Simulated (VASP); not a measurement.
# CO2 (P6/mmm) in VASP: further runs

Runs on CO2. Level: PBEsol. Tasks: relaxation of cell and atoms.

Everything below comes from runs of VASP 6.6.1. Logs are shortened: lines on timing, memory, paths and dates and some standing lists are left out, and cuts for length are marked.

## 1. The cell of the first run

The structure is hexagonal, space group P6/mmm (No. 191). Conventional cell: a = 2.860 Å, b = 2.860 Å, c = 3.146 Å, α = 90.00°, β = 90.00°, γ = 120.00°. Within 3.0 Å of C (site symmetry 6/mmm) lie 12 O at 2.28 Å and 6 C at 2.86 Å. Within 2.3 Å of O (site symmetry -6m2) lie 3 O at 1.65 Å and 6 C at 2.28 Å.

## 2. Relaxation of cell and atoms, PBEsol

Contents of INCAR:

```
SYSTEM = CO2
PREC = Accurate
ENCUT = 600
EDIFF = 1E-6
ISMEAR = -1
SIGMA = 0.02
LREAL = .False.
LASPH = .True.
NELM = 60
ALGO = Normal
ISIF = 3
LWAVE = .False.
LCHARG = .False.
GGA = PS
IBRION = 2
NSW = 60
EDIFFG = -0.02
```

Contents of KPOINTS:

```
regular mesh
0
Gamma
  9 9 7
  0 0 0
```

Contents of POSCAR:

```
CO2
1.0
    2.8600000000      0.0000000000      0.0000000000
   -1.4300000000      2.4768326548      0.0000000000
    0.0000000000      0.0000000000      3.1460000000
C O
1 2
Direct
    0.0000000000      0.0000000000      0.0000000000
    0.3333333333      0.6666666667      0.5000000000
    0.6666666667      0.3333333333      0.5000000000
```

Potentials or basis: VASP PAW PBE potentials, release 64 (C, O).

The run is started by

```sh
> cat potpaw_PBE.64/C/POTCAR potpaw_PBE.64/O/POTCAR > POTCAR
> mpirun -np 1 vasp_std > vasp.out
```

OUTCAR:

```text
SYSTEM = CO2
   PREC = Accurate
   ENCUT = 600
   EDIFF = 1E-6
   ISMEAR = -1
   LREAL = .False.
   LASPH = .True.
   NELM = 60
   ISIF = 3
   GGA = PS
   IBRION = 2
   NSW = 60
   EDIFFG = -0.02

 ion  position               nearest neighbor table
   1  0.000  0.000  0.000-
   2  0.333  0.667  0.500-   3 1.65   3 1.65   3 1.65
   3  0.667  0.333  0.500-   2 1.65   2 1.65   2 1.65

  LATTYP: Found a hexagonal cell.
 ALAT       =     2.8600000000
 C/A-ratio  =     1.1000000000

  Lattice vectors:

 A1 = (   2.8600000000,   0.0000000000,   0.0000000000)
 A2 = (  -1.4300000000,   2.4768326548,   0.0000000000)
 A3 = (   0.0000000000,   0.0000000000,   3.1460000000)

Analysis of symmetry for initial positions (statically):
=====================================================================
 Subroutine PRICEL returns:
 Original cell was already a primitive cell.

 Routine SETGRP: Setting up the symmetry group for a
 hexagonal supercell.

 Subroutine GETGRP returns: Found 24 space group operations
 (whereof 24 operations were pure point group operations)
 out of a pool of 24 trial point group operations.

The static configuration has the point symmetry D_6h.

Analysis of symmetry for dynamics (positions and initial velocities):
=====================================================================
 Subroutine PRICEL returns:
 Original cell was already a primitive cell.

 Routine SETGRP: Setting up the symmetry group for a
 hexagonal supercell.

 Subroutine GETGRP returns: Found 24 space group operations
 (whereof 24 operations were pure point group operations)
 out of a pool of 24 trial point group operations.

The dynamic configuration has the point symmetry D_6h.

 Subroutine INISYM returns: Found 24 space group operations
 (whereof 24 operations are pure point group operations),
 and found     1 'primitive' translations

----------------------------------------------------------------------------------------

                                     Primitive cell

  volume of cell :      22.2855

  direct lattice vectors                    reciprocal lattice vectors
     2.860000000  0.000000000  0.000000000     0.349650350  0.201870723  0.000000000
    -1.430000000  2.476832655  0.000000000     0.000000000  0.403741447  0.000000000
     0.000000000  0.000000000  3.146000000     0.000000000  0.000000000  0.317863954

  length of vectors
     2.860000000  2.860000000  3.146000000     0.403741447  0.403741447  0.317863954

  position of ions in fractional coordinates (direct lattice)
     0.000000000  0.000000000  0.000000000
     0.333333333  0.666666667  0.500000000
[... 111 lines left out ...]
 non-spin polarized calculation
  energy-cutoff  :      600.00
  volume of cell :       22.29
 maximum number of plane-waves:       757
 NGX is ok and might be reduce to    24
   NGX = 11   NGY = 11   NGZ = 13

--------------------------------------- Ionic step        1  -------------------------------------------

 number of electron      15.9999997 magnetization

 Free energy of the ion-electron system (eV)
  ---------------------------------------------------
  ext. energy  EPLUGINS =         0.00000000
  ---------------------------------------------------
  free energy    TOTEN  =        -9.56665915 eV

  energy without entropy =       -9.56469572  energy(sigma->0) =       -9.56567743

------------------------ aborting loop because EDIFF is reached ----------------------------------------

  FORCE on cell =-STRESS in cart. coord.  units (eV):
  Direction    XX          YY          ZZ          XY          YZ          ZX
  --------------------------------------------------------------------------------------
  -------------------------------------------------------------------------------------
  Total       10.4905522     10.4905522      0.9572963      0.0000000     -0.0000000      0.0000000
  in kB      754.2017175    754.2017175     68.8233118      0.0000000     -0.0000000      0.0000000
  external PRESSURE =     525.7422489 kB  Pullay stress =       0.0000000 kB
[... 92 lines left out ...]
  FREE ENERGIE OF THE ION-ELECTRON SYSTEM (eV)
  ---------------------------------------------------
  free  energy   TOTEN  =       -10.7734467780 eV

  energy  without entropy=      -10.7712551524  energy(sigma->0) =      -10.77235097

 E-fermi :   3.0822     XC(G=0): -11.9232

 val. band max:        3.0490290195   @ k =   0.2222   0.1111   0.0000
 cond. band min:       3.0846290912   @ k =   0.3333   0.1111   0.0000
 fundamental gap:      0.0356000717
 Fermi energy:         3.0822263344

 k-point     1 :       0.0000    0.0000    0.0000
  band No.  band energies     occupation
      1     -17.7923      2.00000
      2     -11.5100      2.00000
      3      -4.8455      2.00000
      4      -1.9291      2.00000
      5      -1.9291      2.00000
      6       0.2679      2.00000
      7       0.5543      2.00000
      8       0.5543      2.00000
      9       3.6888      0.00000
     10       6.7970      0.00000
     11       6.7970      0.00000
     12       6.8455      0.00000
[... 333 lines left out ...]
      1     -14.9151      2.00000
      2     -14.9151      2.00000
      3      -7.8826      2.00000
      4      -0.4443      2.00000
      5       0.0647      2.00000
      6       0.0647      2.00000
      7       1.5677      2.00000
      8       1.5677      2.00000
      9       5.0219      0.00000
     10       5.1657      0.00000
     11       5.5691      0.00000
     12       5.5691      0.00000

 [... further k-points ...]

[... ionic steps 4 to 10 ...]

--------------------------------------- Ionic step       11  -------------------------------------------

 number of electron      16.0000001 magnetization

------------------------ aborting loop because EDIFF is reached ----------------------------------------
[... 69 lines left out ...]
--------------------------------------- Ionic step       13  -------------------------------------------

 number of electron      16.0000001 magnetization

 Free energy of the ion-electron system (eV)
  ---------------------------------------------------
  ext. energy  EPLUGINS =         0.00000000
  ---------------------------------------------------
  free energy    TOTEN  =       -11.36788627 eV

  energy without entropy =      -11.36603357  energy(sigma->0) =      -11.36695992

 E-fermi :   3.8326     XC(G=0): -12.2279

 val. band max:        3.7695100870   @ k =   0.4444  -0.0000   0.2857
 cond. band min:       3.8508536023   @ k =   0.4444  -0.0000   0.4286
 fundamental gap:      0.0813435152
 Fermi energy:         3.8326024992

 k-point     1 :       0.0000    0.0000    0.0000
  band No.  band energies     occupation
      1     -17.7197      2.00000
      2     -10.7454      2.00000
      3      -4.0352      2.00000
      4      -1.6178      2.00000
      5      -1.6178      2.00000
      6       0.7025      2.00000
      7       1.0341      2.00000
      8       1.0341      2.00000
      9       4.4304      0.00000
     10       7.7795      0.00000
     11       7.7795      0.00000
     12       7.8093      0.00000
[... 375 lines left out ...]
  FREE ENERGIE OF THE ION-ELECTRON SYSTEM (eV)
  ---------------------------------------------------
  free  energy   TOTEN  =       -11.3678862684 eV

  energy  without entropy=      -11.3660335666  energy(sigma->0) =      -11.36695992

 reached required accuracy - stopping structural energy minimisation
```

CONTCAR:

```text
CO2
   1.00000000000000
     3.3062642206896293    0.0000000000000000   -0.0000000000000000
    -1.6531321103448147    2.8633088067063914    0.0000000000000000
     0.0000000000000000   -0.0000000000000001    2.5750305317036881
  C               O
     1     2
Direct
     0.0000000000000000    0.0000000000000000    0.0000000000000000
     0.3333333332999970    0.6666666667000030    0.5000000000000000
     0.6666666667000030    0.3333333332999970    0.5000000000000000

  0.00000000E+00  0.00000000E+00  0.00000000E+00
  0.00000000E+00  0.00000000E+00  0.00000000E+00
  0.00000000E+00  0.00000000E+00  0.00000000E+00
```

Run time: 44 s. Hardware: 1 thread of Intel Xeon 6975P-C (Granite Rapids), shared host; peak memory 0.14 GiB.

Results:

- Free energy: -11.3679 eV
- Relaxed volume: 8.13 Å³/atom
- Relaxed cell: a = 3.306 Å, b = 3.306 Å, c = 2.575 Å, α = 90.00°, β = 90.00°, γ = 120.00°
- Space group after relaxing (to 0.1 Å): P6/mmm (No. 191)
- Energy gained by relaxing: 600.4 meV/atom
- Ionic steps: 13
- Pressure after relaxing: 0.1 GPa
- Band gap on the k mesh: zero (bands 8 and 9 overlap by 0.92 eV)

The path:
```csv
step,energy change (eV),largest force (eV/Å),pressure (GPa),volume (Å³)
1,0.0000,0.0000,52.57,22.29
2,-1.1209,0.0000,-16.61,30.91
3,-1.2068,0.0000,-7.01,28.60
4,-1.5114,0.0000,-8.99,27.63
5,-1.6385,0.0000,-3.80,23.95
6,-1.7535,0.0000,-8.43,25.47
7,-1.7518,0.0000,-9.48,26.03
8,-1.7567,0.0000,-9.25,25.84
9,-1.7788,0.0000,7.52,23.39
10,-1.8007,0.0000,-0.11,24.36
11,-1.8007,0.0000,0.11,24.33
12,-1.8011,0.0000,0.11,24.36
13,-1.8012,0.0000,0.13,24.38
```

Final structure:
```cif
data_structure
_symmetry_space_group_name_H-M 'P 1'
_symmetry_Int_Tables_number 1
_cell_length_a 3.3063
_cell_length_b 3.3063
_cell_length_c 2.5750
_cell_angle_alpha 90.000
_cell_angle_beta 90.000
_cell_angle_gamma 120.000
_cell_volume 24.38
loop_
_atom_site_label
_atom_site_type_symbol
_atom_site_fract_x
_atom_site_fract_y
_atom_site_fract_z
_atom_site_occupancy
C1 C 0.00000 0.00000 0.00000 1
O1 O 0.33333 0.66667 0.50000 1
O2 O 0.66667 0.33333 0.50000 1
```

Caveat: a cell axis changed by over 15 % at a fixed basis, so the end point is rough; the PAW data sets were made with another functional, which shifts forces and pressure a little.

## 3. Relaxation of cell and atoms, PBEsol

This run uses another cell than the first one, of 8.16 Å³/atom.

Contents of INCAR:

```
SYSTEM = CO2
PREC = Accurate ; ENCUT = 600
EDIFF = 1E-6 ; ISMEAR = -1
SIGMA = 0.02 ; LREAL = .False.
LASPH = .True. ; NELM = 100
ALGO = Normal ; ISIF = 3
LWAVE = .False. ; LCHARG = .False.
GGA = PS ; IBRION = 2
NSW = 60 ; EDIFFG = -0.02
```

Contents of KPOINTS:

```
Automatic mesh
0
Gamma
  8 8 9
  0 0 0
```

Contents of POSCAR:

```
CO2
1.0
    3.3141012400      0.0000000000      0.0000000000
   -1.6570506200      2.8700958646      0.0000000000
    0.0000000000      0.0000000000      2.5746023339
C O
1 2
Direct
    0.0000000000      0.0000000000      0.0000000000
    0.3333333333      0.6666666667      0.5000000000
    0.6666666667      0.3333333333      0.5000000000
```

Potentials or basis: VASP PAW PBE potentials, release 64 (C, O).

The run is started by

```sh
> cat potpaw_PBE.64/C/POTCAR potpaw_PBE.64/O/POTCAR > POTCAR
> mpirun -np 1 vasp_std > vasp.out
```

It took 14 s on 1 thread of Intel Xeon 6975P-C (Granite Rapids), shared host; peak memory 0.15 GiB.

The run converged. Its results:

| Property | Result |
| --- | --- |
| Free energy | -11.4131 eV |
| Relaxed volume | 8.08 Å³/atom |
| Relaxed cell | a = 3.308 Å, b = 3.308 Å, c = 2.556 Å, α = 90.00°, β = 90.00°, γ = 120.00° |
| Space group after relaxing (to 0.1 Å) | P6/mmm (No. 191) |
| Energy gained by relaxing | 0.5 meV/atom |
| Ionic steps | 4 |
| Pressure after relaxing | 0.1 GPa |
| Band gap on the k mesh | zero (bands 8 and 9 overlap by 1.42 eV) |

Stress tensor (GPa, compression positive):
```
 0.20  0.00  0.00
 0.00  0.20  0.00
 0.00  0.00 -0.15
```

The path:
| step | energy change (eV) | largest force (eV/Å) | pressure (GPa) | volume (Å³) |
| --- | --- | --- | --- | --- |
| 1 | 0.0000 | 0.0000 | -1.44 | 24.49 |
| 2 | -0.0013 | 0.0000 | 0.19 | 24.23 |
| 3 | -0.0013 | 0.0000 | 0.08 | 24.23 |
| 4 | -0.0015 | 0.0000 | 0.08 | 24.23 |

Final structure:
```yaml
crystal:
  lattice:
    - [3.30814, 0.00000, 0.00000]
    - [-1.65407, 2.86494, 0.00000]
    - [0.00000, 0.00000, 2.55621]
  atoms:
    - { symbol: C, position: [0.00000, 0.00000, 0.00000] }
    - { symbol: O, position: [0.33333, 0.66667, 0.50000] }
    - { symbol: O, position: [0.66667, 0.33333, 0.50000] }
```

Levels at points of the mesh, in eV from the Fermi level:
```tsv
k point	band 6	band 7	band 8	band 9	band 10	band 11
(0.00, 0.00, 0.00)	-3.03	-2.83	-2.83	0.65	4.00	4.00
(0.50, 0.00, 0.00)	-1.39	-0.86	-0.63	1.41	1.80	2.43
```

Caveat: the PAW data sets were made with another functional, which shifts forces and pressure a little.
